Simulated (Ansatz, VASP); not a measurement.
Two plane-wave programs on TaN

Contents of INCAR:

```
SYSTEM = TaN
PREC     = Accurate       ! precision mode
ENCUT    = 600            ! plane-wave cutoff, eV
EDIFF    = 1E-6           ! SCF threshold, eV
ISMEAR   = 0              ! smearing method
SIGMA    = 0.15           ! smearing width, eV
LREAL    = .False.        ! projectors in reciprocal space
LASPH    = .True.         ! aspherical terms in the spheres
NELM     = 120            ! most SCF steps
ALGO     = Normal         ! electronic algorithm
ISIF     = 2              ! what is computed and relaxed
LWAVE    = .False.        ! write WAVECAR
LCHARG   = .False.        ! write CHGCAR
GGA      = CA             ! functional
NBANDS   = 16             ! bands
GGA_COMPAT= .False.
```

File KPOINTS:

```
Automatic mesh
0
Gamma
  18 18 18
  0 0 0
```

File POSCAR:

```
TaN
1.0
    0.0000000000      2.2101387059      2.2101387059
    2.2101387059      0.0000000000      2.2101387059
    2.2101387059      2.2101387059      0.0000000000
Ta N
1 1
Direct
    0.4956556505      0.5043443495      0.5043443495
    0.0561219980     -0.0561219980     -0.0561219980
```

Input for Ansatz:

```yaml
crystal:
  lattice:
    - [0.0, 2.2101387059, 2.2101387059]
    - [2.2101387059, 0.0, 2.2101387059]
    - [2.2101387059, 2.2101387059, 0.0]
  atoms:
    - { symbol: Ta, position: [0.4956556505, 0.5043443495, 0.5043443495] }
    - { symbol: "N", position: [0.056121998, -0.056121998, -0.056121998] }
basis:
  ecutwfc: 520.0
kpoints:
  mp_grid: { grid: [18, 18, 18] }
hamiltonian:
  xc: lda
  pseudopotentials: { kind: paw, azcp: { folder: soft_1 } }
scf:
  occupations: { method: gaussian, width: 0.15 }
output:
  forces: true
  stress: true
  eigenvalues: true
```

Change from the starting cell: mode 4 frozen in at -0.244 Å, equal normal strain along x, y and z +0.0167.

Alike in both runs: task single point; functional LDA; k mesh 18 × 18 × 18; occupations gaussian, width 0.15 eV; no spin polarisation.

|  | VASP | Ansatz |
| --- | --- | --- |
| version | VASP 6.6.1 | Ansatz 0.2.0 |
| potentials or method | VASP PAW LDA potentials, release 64 (Ta_sv_GW, N), cutoff 600 eV | scalar-relativistic, plane waves, PAW |
| valence electrons in the cell | 18 | 18 |

Ansatz gave:

- gap on the k mesh at the Fermi level (eV): none
- pressure (GPa): -4.9
- traceless stress, the component that is largest in VASP (GPa): 21.38
- rms of the force components (eV/Å): 1.562

Task: Estimate VASP's values.

Result: gap on the k mesh at the Fermi level (eV): none; pressure (GPa): -3.6; traceless stress, the component that is largest in VASP (GPa): 21.69; rms of the force components (eV/Å): 1.593.

Ansatz warns that its potentials were made for another functional, while VASP's fit it. LDA's correlation is that of Perdew and Zunger in VASP and of Perdew and Wang (1992) in Ansatz. Atom by atom the forces differ by 0.031 eV/Å (rms over components). A gap of «none» marks a metal or a gap that the smearing closes.

Neither program's run includes spin-orbit coupling.
